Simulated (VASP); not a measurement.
A run of VASP 6.6.1 is set up as follows.

Contents of INCAR:

```
SYSTEM = Mo
  PREC = Accurate
  ENCUT = 600
  EDIFF = 1E-6
  ISMEAR = -1
  SIGMA = 0.1
  LREAL = .False.
  LASPH = .True.
  NELM = 60
  ALGO = Normal
  ISIF = 3
  LWAVE = .False.
  LCHARG = .False.
  GGA = PS
  IBRION = 2
  NSW = 60
  EDIFFG = -0.005
```

The input KPOINTS:

```
regular mesh
0
Gamma
  19 19 19
  0 0 0
```

Contents of POSCAR:

```
Mo
1.0
   -1.5733879534      1.5733879534      1.5733879534
    1.5733879534     -1.5733879534      1.5733879534
    1.5733879534      1.5733879534     -1.5733879534
Mo
1
Direct
    0.0000000000      0.0000000000      0.0000000000
```

Potentials or basis: VASP PAW PBE potentials, release 64 (Mo_sv).

Launch:

```console
$ cat potpaw_PBE.64/Mo_sv/POTCAR > POTCAR
$ mpirun -np 1 vasp_std > vasp.out
```

(1) Estimate the relaxed cell.

(2) What does it give for the relaxed volume?

(3) Estimate the band gap on the k mesh.

Results:

(1) a = 2.712 Å, b = 2.712 Å, c = 2.712 Å, α = 109.47°, β = 109.47°, γ = 109.47°.

(2) 15.35 Å³/atom.

(3) zero (band 7 reaches 16.68 eV, above the bottom of band 8 at 11.36 eV).

Caveat: the PAW data sets were made with another functional, which shifts forces and pressure a little.
